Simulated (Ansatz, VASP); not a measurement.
Two plane-wave programs on Co

```
Co
1.0
     0.00000    1.72388    1.72388
     1.72388    0.00000    1.72388
     1.72388    1.72388    0.00000
Co
1
Cartesian
  0.0000 0.0000 0.0000
```

Alike in both runs: task single point; functional revPBE; k mesh 17 × 17 × 17; occupations fermi-dirac, width 0.05 eV; collinear spin.

|  | VASP | Ansatz |
| --- | --- | --- |
| version | VASP 6.6.1 | Ansatz 0.2.0 |
| potentials or method | VASP PAW PBE potentials, release 64 (Co), cutoff 520 eV | plane waves (420 eV) with PAW, scalar-relativistic |
| valence electrons in the cell | 9 | 17 |

Ansatz gave:

* pressure (GPa): 20.7
* net moment per atom (μB): 1.64
* size of the moment on the site where the two differ most (μB): 1.70

Problem. Which values does VASP return?

Solution. Pressure (GPa): 19.5; net moment per atom (μB): 1.63; size of the moment on the site where the two differ most (μB): 1.64.

VASP's potentials were made for PBE, not for revPBE. Site moments also hang on the region over which each program counts them. VASP's potentials hold 9 valence electrons a cell and Ansatz's 17, so a difference there can come from the potentials and not from the codes.
